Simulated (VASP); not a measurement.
## LaF5: single point with PBE

LaF5:

```xyz
6
Lattice="0.0000 3.4692 3.4692 3.4692 0.0000 3.4692 3.4692 3.4692 0.0000" Properties=species:S:1:pos:R:3 pbc="T T T"
La    0.0000    0.0000    0.0000
F     5.2038    5.2038    5.2038
F     4.3298    4.3298    2.6087
F     4.3298    2.6087    4.3298
F     2.6087    2.6087    2.6087
F     2.6087    4.3298    4.3298
```

```
Program                : VASP 6.6.1
Task                   : single point
Functional             : PBE
Potentials or basis    : VASP PAW PBE potentials, release 64 (La, F)
Cutoff                 : 520 eV
k mesh                 : 4 × 4 × 4
Occupations            : gaussian, width 0.1 eV
Spin                   : no spin polarisation
Dipole correction      : no
Further INCAR settings : ALGO = Normal; EDIFF = 1e-06; NBANDS = 32
```

| Quantity | Value |
| --- | --- |
| Pressure | -12.4 GPa |
| Largest force | 0.377 eV/Å |
| Band gap on the k mesh | zero (band 23 reaches 0.93 eV, above the bottom of band 24 at 0.53 eV) |

Forces on the atoms (eV/Å):
```
La   0.000  0.000  0.000
F    0.000  0.000  0.000
F    0.218  0.218 -0.218
F    0.218 -0.218  0.218
F   -0.218 -0.218 -0.218
F   -0.218  0.218  0.218
```

Levels at points of the mesh, in eV from the Fermi level:
| k point | band 19 | band 20 | band 21 | band 22 | band 23 | band 24 | band 25 | band 26 |
| --- | --- | --- | --- | --- | --- | --- | --- | --- |
| (0.00, 0.00, 0.00) | -0.43 | -0.43 | -0.43 | 0.22 | 0.22 | 0.22 | 3.81 | 3.81 |
| (0.50, 0.00, 0.00) | -0.52 | -0.41 | -0.24 | -0.24 | 0.05 | 0.05 | 3.80 | 3.80 |
| (0.50, 0.50, 0.00) | -1.34 | -0.40 | -0.33 | -0.33 | -0.04 | -0.04 | 3.78 | 3.78 |

Wall time 66 s on 1 thread of AMD EPYC 7R13 (shared host), peak memory 0.18 GiB.

Caveat: the k points lie up to 0.39 Å⁻¹ apart; spin-orbit coupling is left out, which moves the levels of the heavy elements.
